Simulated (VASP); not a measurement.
SrB3Pt, 5 atoms in the cell. It takes space group Pm-3m (No. 221, cubic). Conventional cell: a = 4.235 Å, b = 4.235 Å, c = 4.235 Å, α = 90.00°, β = 90.00°, γ = 90.00°. Within 3.9 Å of Sr (site symmetry m-3m) lie 12 B at 2.99 Å and 8 Pt at 3.67 Å. Within 2.8 Å of B (site symmetry 4/mmm) lie 2 Pt at 2.12 Å. Pt (site symmetry m-3m) has 6 B at 2.12 Å within 2.8 Å. 

```yaml
Program: VASP 6.6.1
Task: single point
Functional: PBE
Potentials_or_basis: VASP PAW PBE potentials, release 64 (Sr_sv, B, Pt)
Cutoff: 520 eV
k_mesh: 10 × 10 × 10
Occupations: gaussian, width 0.1 eV
Spin: no spin polarisation
Dipole_correction: no
k_mesh_for_the_DOS: 15 × 15 × 15
Occupations_for_the_DOS: tetrahedron
Further_INCAR_settings: ALGO = Normal; EDIFF = 1e-06; NBANDS = 22
```

Potentials or basis: VASP PAW PBE potentials, release 64 (Sr_sv, B, Pt).

Command:

```sh
$ cat potpaw_PBE.64/Sr_sv/POTCAR potpaw_PBE.64/B/POTCAR potpaw_PBE.64/Pt/POTCAR > POTCAR
$ cp INCAR.step1 INCAR
$ cp KPOINTS.step1 KPOINTS
$ mpirun -np 1 vasp_std > vasp.out
$ cp INCAR.step2 INCAR
$ cp KPOINTS.step2 KPOINTS
$ mpirun -np 1 vasp_std > vasp.out
```

Hardware: 1 thread of Intel(R) Xeon(R) 6975P-C (Granite Rapids), with other jobs on the host.

**Question.** How long does it take, and how much memory?

**Answer.** Wall time 61 s on 1 thread of Intel(R) Xeon(R) 6975P-C (Granite Rapids) (shared host), peak memory 0.33 GiB. Counts: k points 120.
